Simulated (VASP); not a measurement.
# Na4TeC (P4/mmm) in VASP: notebook

The runs below take Na4TeC through relaxation of cell and atoms, with PBE.

Everything below comes from runs of VASP 6.6.1. Logs are shortened: lines on timing, memory, paths and dates and some standing lists are left out, and cuts for length are marked.

**1. The cell of the first run**

The structure is tetragonal, space group P4/mmm (No. 123). The conventional cell has a = 4.830 Å, b = 4.830 Å, c = 6.831 Å, α = 90.00°, β = 90.00°, γ = 90.00°. Na (site symmetry 2mm) has 2 Te at 2.96 Å and 2 C at 2.96 Å and 6 Na at 3.42 Å within 3.9 Å. Within 3.9 Å of Te (site symmetry 4/mmm) lie 8 Na at 2.96 Å. C (site symmetry 4/mmm) has 8 Na at 2.96 Å within 3.9 Å.

**2. Relaxation of cell and atoms, PBE**

The input, INCAR:

```
SYSTEM = Na4TeC
PREC = Accurate
ENCUT = 600
EDIFF = 1E-7
ISMEAR = 0
SIGMA = 0.1
LREAL = .False.
LASPH = .True.
NELM = 80
ALGO = Normal
ISIF = 3
LWAVE = .False.
LCHARG = .False.
GGA = PE
IBRION = 2
NSW = 90
EDIFFG = -0.04
```

The input, KPOINTS:

```
regular mesh
0
Gamma
  4 4 4
  0 0 0
```

The input, POSCAR:

```
Na4TeC
1.0
    4.8303937700      0.0000000000      0.0000000000
    0.0000000000      4.8303937700      0.0000000000
    0.0000000000      0.0000000000      6.8312083900
Na Te C
4 1 1
Direct
    0.5000000000      0.0000000000      0.2500000000
    0.0000000000      0.5000000000      0.7500000000
    0.5000000000      0.0000000000      0.7500000000
    0.0000000000      0.5000000000      0.2500000000
    0.5000000000      0.5000000000      0.5000000000
    0.0000000000      0.0000000000      0.0000000000
```

Potentials or basis: VASP PAW PBE potentials, release 64 (Na_pv, Te, C).

Launch:

```
> cat potpaw_PBE.64/Na_pv/POTCAR potpaw_PBE.64/Te/POTCAR potpaw_PBE.64/C/POTCAR > POTCAR
> mpirun -np 1 vasp_std > vasp.out
```

OUTCAR:

```text
SYSTEM = Na4TeC
   PREC = Accurate
   ENCUT = 600
   EDIFF = 1E-7
   ISMEAR = 0
   LREAL = .False.
   LASPH = .True.
   NELM = 80
   ISIF = 3
   GGA = PE
   IBRION = 2
   NSW = 90
   EDIFFG = -0.04

 ion  position               nearest neighbor table
   1  0.500  0.000  0.250-   5 2.96   5 2.96
   2  0.000  0.500  0.750-   5 2.96   5 2.96
   3  0.500  0.000  0.750-   5 2.96   5 2.96
   4  0.000  0.500  0.250-   5 2.96   5 2.96
   5  0.500  0.500  0.500-   1 2.96   2 2.96   3 2.96   4 2.96   1 2.96   3 2.96   2 2.96   4 2.96

   6  0.000  0.000  0.000-

  LATTYP: Found a simple tetragonal cell.
 ALAT       =     4.8303937700
 C/A-ratio  =     1.4142135642

  Lattice vectors:

 A1 = (   4.8303937700,   0.0000000000,   0.0000000000)
 A2 = (   0.0000000000,   4.8303937700,   0.0000000000)
 A3 = (   0.0000000000,   0.0000000000,   6.8312083900)

Analysis of symmetry for initial positions (statically):
=====================================================================
 Subroutine PRICEL returns:
 Original cell was already a primitive cell.

 Routine SETGRP: Setting up the symmetry group for a
 simple tetragonal supercell.

 Subroutine GETGRP returns: Found 16 space group operations
 (whereof 16 operations were pure point group operations)
 out of a pool of 16 trial point group operations.

The static configuration has the point symmetry D_4h.

Analysis of symmetry for dynamics (positions and initial velocities):
=====================================================================
 Subroutine PRICEL returns:
 Original cell was already a primitive cell.

 Routine SETGRP: Setting up the symmetry group for a
 simple tetragonal supercell.

 Subroutine GETGRP returns: Found 16 space group operations
 (whereof 16 operations were pure point group operations)
 out of a pool of 16 trial point group operations.

The dynamic configuration has the point symmetry D_4h.

 Subroutine INISYM returns: Found 16 space group operations
 (whereof 16 operations are pure point group operations),
 and found     1 'primitive' translations

----------------------------------------------------------------------------------------

                                     Primitive cell

  volume of cell :     159.3906

  direct lattice vectors                    reciprocal lattice vectors
     4.830393770  0.000000000  0.000000000     0.207022460  0.000000000  0.000000000
     0.000000000  4.830393770  0.000000000     0.000000000  0.207022460  0.000000000
     0.000000000  0.000000000  6.831208390     0.000000000  0.000000000  0.146386985

  length of vectors
     4.830393770  4.830393770  6.831208390     0.207022460  0.207022460  0.146386985

  position of ions in fractional coordinates (direct lattice)
     0.500000000  0.000000000  0.250000000
     0.000000000  0.500000000  0.750000000
     0.500000000  0.000000000  0.750000000
     0.000000000  0.500000000  0.250000000
     0.500000000  0.500000000  0.500000000
     0.000000000  0.000000000  0.000000000

  ion indices of the primitive-cell ions
   primitive index   ion index
                 1           1
                 2           2
                 3           3
                 4           4
                 5           5
                 6           6

----------------------------------------------------------------------------------------

 KPOINTS: regular mesh

Automatic generation of k-mesh.
 Grid dimensions read from file:
 generate k-points for:    4    4    4

 Generating k-lattice:

  Cartesian coordinates                     Fractional coordinates (reciprocal lattice)
     0.051755615  0.000000000  0.000000000     0.250000000  0.000000000  0.000000000
     0.000000000  0.051755615  0.000000000     0.000000000  0.250000000  0.000000000
     0.000000000  0.000000000  0.036596746     0.000000000  0.000000000  0.250000000

  Length of vectors
     0.051755615  0.051755615  0.036596746

  Shift w.r.t. Gamma in fractional coordinates (k-lattice)
     0.000000000  0.000000000  0.000000000

 Subroutine IBZKPT returns following result:
 ===========================================

 Found     18 irreducible k-points:

 Following reciprocal coordinates:
            Coordinates               Weight
  0.000000  0.000000  0.000000      1.000000
  0.250000  0.000000  0.000000      4.000000
  0.500000  0.000000  0.000000      2.000000
  0.250000  0.250000  0.000000      4.000000
  0.500000  0.250000  0.000000      4.000000
  0.500000  0.500000  0.000000      1.000000
[... 10 lines left out ...]
  0.500000  0.250000  0.500000      4.000000
  0.500000  0.500000  0.500000      1.000000
   k-points           NKPTS =     18   k-points in BZ     NKDIM =     18   number of bands    NBANDS=     23
   number of dos      NEDOS =    301   number of ions     NIONS =      6
   total plane-waves  NPLWV =  89600
   dimension x,y,z NGX =    40 NGY =   40 NGZ =   56
   dimension x,y,z NGXF=    80 NGYF=   80 NGZF=  112
   ions per type =               4   1   1
   NGX,Y,Z   is equivalent  to a cutoff of  13.77, 13.77, 13.63 a.u.
   NGXF,Y,Z  is equivalent  to a cutoff of  27.53, 27.53, 27.26 a.u.
 SYSTEM =  Na4TeC
   PREC   = accura    normal or accurate (medium, high low for compatibility)
   ISTART =      0    job   : 0-new  1-cont  2-samecut
   ICHARG =      2    charge: 1-file 2-atom 10-const
   ISPIN  =      1    spin polarized calculation?
   LNONCOLLINEAR =      F non collinear calculations
   LSORBIT =      F    spin-orbit coupling
   LASPH  =      T    aspherical Exc in radial PAW
   ENCUT  =  600.0 eV  44.10 Ry    6.64 a.u.   9.65  9.65 13.64*2*pi/ulx,y,z
   NELM   =     80;   NELMIN=  2; NELMDL= -5     # of ELM steps
   EDIFF  = 0.1E-06   stopping-criterion for ELM
   LREAL  =      F    real-space projection
   EDIFFG = -.4E-01   stopping-criterion for IOM
   NSW    =     90    number of steps for IOM
   IBRION =      2    ionic relax: 0-MD 1-quasi-New 2-CG
   NFREE  =      1    steps in history (QN), initial steepest desc. (CG)
   ISIF   =      3    stress and relaxation
   ISYM   =      2    0-nonsym 1-usesym 2-fastsym
   POTIM  = 0.5000    time-step for ionic-motion
   TEBEG  =    0.0;   TEEND  =   0.0 temperature during run
   PSTRESS=    0.0 pullay stress
   NELECT =      38.0000    total number of electrons
   NUPDOWN=      -1.0000    fix difference up-down
   EMIN   =  10.00;   EMAX   =-10.00  energy-range for DOS
   EFERMI =   0.00;   METHOD = LEGACY
   ISMEAR =     0;   SIGMA  =   0.10  broadening in eV -4-tet -1-fermi 0-gaus
   EFERMI_NEDOS =   21; number of points for ismear=-14 and -15
   IALGO  =     38    algorithm
   IMIX   =      4    mixing-type and parameters
     AMIX     =   0.40;   BMIX     =  1.00
     AMIX_MAG =   1.60;   BMIX_MAG =  1.00
  volume/ion in A,a.u.               =      26.57       179.27
  Fermi-wavevector in a.u.,A,eV,Ry     =   1.015115  1.918289 14.020233  1.030458
  Thomas-Fermi vector in A             =   2.148382
   LORBIT       =      0    0 simple, 1 ext, 2 COOP (PROOUT), +10 PAW based schemes
   GGA     = PE    functional components
   LHFCALC =     F    Hartree Fock is set to
   AEXX    =    0.0000 exact exchange contribution
   IVDW    =     0    specifies the selected vdW correction
   LEPSILON=     F    determine dielectric tensor
   LRPA    =     F    only Hartree local field effects (RPA)
 conjugate gradient relaxation of ions
 non-spin polarized calculation
 Gauss-broadening in eV      SIGMA  =   0.10
  energy-cutoff  :      600.00
  volume of cell :      159.39
 maximum number of plane-waves:      5396
 NGX is ok and might be reduce to    40
   NGX = 19   NGY = 19   NGZ = 27

--------------------------------------- Ionic step        1  -------------------------------------------

 number of electron      38.0000042 magnetization

 Free energy of the ion-electron system (eV)
  ---------------------------------------------------
  ext. energy  EPLUGINS =         0.00000000
  ---------------------------------------------------
  free energy    TOTEN  =       -15.24494153 eV

  energy without entropy =      -15.19272060  energy(sigma->0) =      -15.21883107

------------------------ aborting loop because EDIFF is reached ----------------------------------------

  FORCE on cell =-STRESS in cart. coord.  units (eV):
  Direction    XX          YY          ZZ          XY          YZ          ZX
  --------------------------------------------------------------------------------------
  -------------------------------------------------------------------------------------
  Total        0.8388513      0.8388513      1.4153281      0.0000000      0.0000000      0.0000000
  in kB        8.4320459      8.4320459     14.2267301      0.0000000      0.0000000      0.0000000
  external PRESSURE =      10.3636073 kB  Pullay stress =       0.0000000 kB

 VOLUME and BASIS-vectors are now :
 -----------------------------------------------------------------------------
  energy-cutoff  :      600.00
  volume of cell :      159.39
      direct lattice vectors                 reciprocal lattice vectors
     4.830393770  0.000000000  0.000000000     0.207022460  0.000000000  0.000000000
     0.000000000  4.830393770  0.000000000     0.000000000  0.207022460  0.000000000
     0.000000000  0.000000000  6.831208390     0.000000000  0.000000000  0.146386985

 POSITION                                       TOTAL-FORCE (eV/Angst)
 -----------------------------------------------------------------------------------
      2.41520      0.00000      1.70780         0.000000      0.000000     -0.707541
      0.00000      2.41520      5.12341        -0.000000      0.000000      0.707541
      2.41520      0.00000      5.12341        -0.000000     -0.000000      0.707541
      0.00000      2.41520      1.70780         0.000000     -0.000000     -0.707541
      2.41520      2.41520      3.41560        -0.000000      0.000000      0.000000
      0.00000      0.00000      0.00000        -0.000000      0.000000      0.000000
 -----------------------------------------------------------------------------------
    total drift:                               -0.000000      0.000000     -0.000000
[... 150 lines left out ...]
 POSITION                                       TOTAL-FORCE (eV/Angst)
 -----------------------------------------------------------------------------------
      2.43704      4.87409      1.61358        -0.000000     -0.000000     -0.159914
      0.00000      2.43704      5.43762         0.000000      0.000000      0.159914
      2.43704      0.00000      5.43762         0.000000      0.000000      0.159914
      0.00000      2.43704      1.61358        -0.000000      0.000000     -0.159914
      2.43704      2.43704      3.52560        -0.000000     -0.000000      0.000000
      0.00000      0.00000      0.00000        -0.000000     -0.000000      0.000000
 -----------------------------------------------------------------------------------
    total drift:                               -0.000000      0.000000     -0.000000

  FREE ENERGIE OF THE ION-ELECTRON SYSTEM (eV)
  ---------------------------------------------------
  free  energy   TOTEN  =       -15.5037744292 eV

  energy  without entropy=      -15.4559934587  energy(sigma->0) =      -15.47988394

--------------------------------------- Ionic step        6  -------------------------------------------

 number of electron      38.0000002 magnetization

 Free energy of the ion-electron system (eV)
  ---------------------------------------------------
  ext. energy  EPLUGINS =         0.00000000
  ---------------------------------------------------
  free energy    TOTEN  =       -15.55394257 eV

  energy without entropy =      -15.51078228  energy(sigma->0) =      -15.53236242

 E-fermi :   1.0422     XC(G=0):  -7.5961

 val. band max:        1.0391113393   @ k =   0.2500   0.0000   0.0000
 cond. band min:       1.0534243832   @ k =   0.5000   0.5000   0.0000
 fundamental gap:      0.0143130439
 Fermi energy:         1.0422024944

 k-point     1 :       0.0000    0.0000    0.0000
  band No.  band energies     occupation
      1     -22.5057      2.00000
      2     -22.5041      2.00000
      3     -22.5041      2.00000
      4     -22.4949      2.00000
      5     -22.4949      2.00000
      6     -22.4886      2.00000
[... 15 lines left out ...]
     22       3.8065      0.00000
     23       5.4956      0.00000

 k-point     2 :       0.2500    0.0000    0.0000
  band No.  band energies     occupation
      1     -22.5032      2.00000
      2     -22.4993      2.00000
      3     -22.4984      2.00000
      4     -22.4909      2.00000
      5     -22.4906      2.00000
      6     -22.4896      2.00000
[... 444 lines left out ...]
 VOLUME and BASIS-vectors are now :
 -----------------------------------------------------------------------------
  energy-cutoff  :      600.00
  volume of cell :      158.82
      direct lattice vectors                 reciprocal lattice vectors
     4.765743769  0.000000000 -0.000000000     0.209830836  0.000000000 -0.000000000
     0.000000000  4.765743769  0.000000000     0.000000000  0.209830836  0.000000000
     0.000000000  0.000000000  6.992729305     0.000000000  0.000000000  0.143005679

 POSITION                                       TOTAL-FORCE (eV/Angst)
 -----------------------------------------------------------------------------------
      2.38287      0.00000      1.53940        -0.000000     -0.000000     -0.015598
      4.76574      2.38287      5.45333         0.000000      0.000000      0.015598
      2.38287      4.76574      5.45333         0.000000      0.000000      0.015598
      0.00000      2.38287      1.53940        -0.000000     -0.000000     -0.015598
      2.38287      2.38287      3.49636        -0.000000     -0.000000      0.000000
      4.76574      0.00000     -0.00000        -0.000000     -0.000000      0.000000
 -----------------------------------------------------------------------------------
    total drift:                               -0.000000      0.000000     -0.000000

  FREE ENERGIE OF THE ION-ELECTRON SYSTEM (eV)
  ---------------------------------------------------
  free  energy   TOTEN  =       -15.5539425701 eV

  energy  without entropy=      -15.5107822794  energy(sigma->0) =      -15.53236242

 reached required accuracy - stopping structural energy minimisation
```

It took 8.1 min on 1 thread of Oxide Virtual Turin-like, shared host; peak memory 0.31 GiB.

What came out:

- Free energy: -15.5539 eV
- Relaxed volume: 26.47 Å³/atom
- Relaxed cell: a = 4.766 Å, b = 4.766 Å, c = 6.993 Å, α = 90.00°, β = 90.00°, γ = 90.00°
- Space group after relaxing (to 0.05 Å): P4/mmm (No. 123)
- Energy gained by relaxing: 51.5 meV/atom
- Ionic steps: 6
- Pressure after relaxing: 0.0 GPa
- Largest force after relaxing: 0.016 eV/Å
- Band gap on the k mesh: zero (band 19 reaches 1.30 eV, above the bottom of band 20 at 0.90 eV)

Forces in eV/Å, atoms in the order of the input:
```
Na   0.000  0.000 -0.016
Na   0.000  0.000  0.016
Na   0.000  0.000  0.016
Na   0.000  0.000 -0.016
Te   0.000  0.000  0.000
C    0.000  0.000  0.000
```

Stress tensor (GPa, compression positive):
```
-0.16  0.00  0.00
 0.00 -0.16  0.00
 0.00  0.00  0.19
```

Step by step:
| step | energy change (eV) | largest force (eV/Å) | pressure (GPa) | volume (Å³) |
| --- | --- | --- | --- | --- |
| 1 | 0.0000 | 0.7075 | 1.04 | 159.39 |
| 2 | -0.1033 | 0.5464 | 0.24 | 163.39 |
| 3 | -0.1948 | 0.2643 | -1.03 | 171.51 |
| 4 | -0.1966 | 0.2289 | -1.17 | 172.67 |
| 5 | -0.2588 | 0.1599 | -0.82 | 167.51 |
| 6 | -0.3090 | 0.0156 | -0.05 | 158.82 |

Final structure:
```yaml
crystal:
  lattice:
    - [4.76574, 0.00000, 0.00000]
    - [0.00000, 4.76574, 0.00000]
    - [0.00000, 0.00000, 6.99273]
  atoms:
    - { symbol: Na, position: [0.50000, 0.00000, 0.22014] }
    - { symbol: Na, position: [0.00000, 0.50000, 0.77986] }
    - { symbol: Na, position: [0.50000, 0.00000, 0.77986] }
    - { symbol: Na, position: [0.00000, 0.50000, 0.22014] }
    - { symbol: Te, position: [0.50000, 0.50000, 0.50000] }
    - { symbol: C, position: [0.00000, 0.00000, 0.00000] }
```

Caveat: spin-orbit coupling is left out, which moves the levels of the heavy elements.

[end of part 1 of 2]
